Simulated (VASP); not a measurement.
Input of a VASP 6.6.1 run:

INCAR

```
ALGO     = Normal         # electronic algorithm
EDIFF    = 1E-6           # SCF threshold, eV
ENCUT    = 520            # plane-wave cutoff, eV
GGA      = RP             # functional
ISIF     = 2              # what is computed and relaxed
ISMEAR   = -1             # smearing method
LASPH    = T              # aspherical terms in the spheres
LCHARG   = F              # write CHGCAR
LREAL    = F              # projectors in reciprocal space
LWAVE    = F              # write WAVECAR
NBANDS   = 21             # bands
NELM     = 100            # most SCF steps
PREC     = Accurate       # precision mode
SIGMA    = 0.05           # smearing width, eV
```

The input KPOINTS:

```
k-points
0
Gamma
  8 8 8
```

File POSCAR:

```
Ge
1.0
    0.0000000000      2.9081034383      2.9081034383
    2.9081034383      0.0000000000      2.9081034383
    2.9081034383      2.9081034383      0.0000000000
Ge
2
Direct
    0.7500000000      0.7500000000      0.7500000000
    0.5000000000      0.5000000000      0.5000000000
```

Potentials or basis: VASP PAW PBE potentials, release 64 (Ge_d).

Run with:

```console
$ cat potpaw_PBE.64/Ge_d/POTCAR > POTCAR
$ mpirun -np 1 vasp_std > vasp.out
```

Question: Estimate the pressure.

Answer: -0.1 GPa.

Question: Estimate the band gap on the k mesh.

Answer: Zero (filled and empty bands touch).

Caveat: semilocal functionals underestimate gaps, so a narrow gap can read as zero; the PAW data sets were made with another functional, which shifts forces and pressure a little.

**What was measured.**

“Electronic and optical properties of SixGe1-x-ySny alloys lattice-matched to Ge”, 2021, arxiv:2109.02782 reports, for a bulk crystal of Ge at 293 K: band gap 0.666 eV (indirect).

Measured gap of Ge: 0.666 eV (indirect; 293 K; “Electronic and optical properties of SixGe1-x-ySny alloys lattice-matched to Ge”, 2021, arxiv:2109.02782). This calculation gives 0.00 eV (-0.67 eV). 3 values of this kind are on record (0.666 to 0.807 eV); this one was drawn at random among those near their median. Spin-orbit coupling on Ge is left out. The value is that of RPBE on a finite k mesh, which can miss the band edges, without temperature or zero-point motion. Semilocal functionals fall short of measured gaps as a rule.
